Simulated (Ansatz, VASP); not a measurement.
**WS2: VASP beside Ansatz**

Contents of INCAR:

```
SYSTEM = WS2
PREC = Accurate
ENCUT = 520
EDIFF = 1E-6
ISMEAR = -1
SIGMA = 0.02
LREAL = .False.
LASPH = .True.
NELM = 150
ALGO = Normal
ISIF = 2
LWAVE = .False.
LCHARG = .False.
MAGMOM = 0 0 0 0 0 0 0 0 0 0 0 0 0 0 0 0 0 0
LORBIT = 11
LSORBIT = .True.
GGA_COMPAT = .False.
LORBMOM = .True.
LMAXMIX = 4
GGA = PE
NBANDS = 68
```

Contents of KPOINTS:

```
Automatic mesh
0
Gamma
  12 12 2
  0 0 0
```

File POSCAR:

```
WS2
1.0
    3.1699447091      0.0000000000      0.0000000000
   -1.5849723546      2.7452526467      0.0000000000
    0.0000000000      0.0000000000     12.4911158352
W S
2 4
Direct
    0.3333333333      0.6666666667      0.2500000000
    0.6666666667      0.3333333333      0.7500000000
    0.3333333333      0.6666666667      0.6248924628
    0.6666666667      0.3333333333      0.1248924628
    0.3333333333      0.6666666667      0.8751075372
    0.6666666667      0.3333333333      0.3751075372
```

Input for Ansatz:

```yaml
crystal:
  lattice:
    - [3.1699447091, 0.0, 0.0]
    - [-1.5849723546, 2.7452526467, 0.0]
    - [0.0, 0.0, 12.4911158352]
  atoms:
    - { symbol: W, position: [0.3333333333, 0.6666666667, 0.25] }
    - { symbol: W, position: [0.6666666667, 0.3333333333, 0.75] }
    - { symbol: S, position: [0.3333333333, 0.6666666667, 0.6248924628] }
    - { symbol: S, position: [0.6666666667, 0.3333333333, 0.1248924628] }
    - { symbol: S, position: [0.3333333333, 0.6666666667, 0.8751075372] }
    - { symbol: S, position: [0.6666666667, 0.3333333333, 0.3751075372] }
kpoints:
  mp_grid: { grid: [12, 12, 2] }
  band_path:
    path:
      - [0.0, 0.0, 0.0]
      - [0.5, 0.0, 0.0]
      - [0.3333333333, 0.3333333333, 0.0]
      - [0.0, 0.0, 0.5]
      - [0.5, 0.0, 0.5]
      - [0.3333333333, 0.3333333333, 0.5]
      - [0.1666666667, 0.1666666667, 0.0]
    npoints: 1
hamiltonian:
  xc: pbe
scf:
  occupations: { method: fermi_dirac, width: 0.02 }
  n_extra_bands: 10
magnetization:
  noncollinear: true
  spin_orbit: true
output:
  forces: true
  stress: true
  eigenvalues: true
```

Alike in both runs: task single point; functional PBE; k mesh 12 × 12 × 2; occupations fermi-dirac, width 0.02 eV; non-collinear spin, spin-orbit coupling.

|  | VASP | Ansatz |
| --- | --- | --- |
| version | VASP 6.6.1 | Ansatz 0.2.0 |
| potentials or method | VASP PAW PBE potentials, release 64 (W_sv, S) | plane waves, PAW |
| plane-wave cutoff (eV) | 520 | 420 |
| valence electrons in the cell | 52 | 52 |

Ansatz gave:

| Property | Result |
| --- | --- |
| pressure (GPa) | 3.2 |
| traceless stress, the component that is largest in VASP (GPa) | 0.94 |
| rms of the force components (eV/Å) | 0.091 |
| net moment per atom (μB) | 0.00 |

Estimate VASP's values.

pressure (GPa): 3.5; traceless stress, the component that is largest in VASP (GPa): 0.86; rms of the force components (eV/Å): 0.105; net moment per atom (μB): 0.00.

Atom by atom the forces differ by 0.015 eV/Å (rms over components).
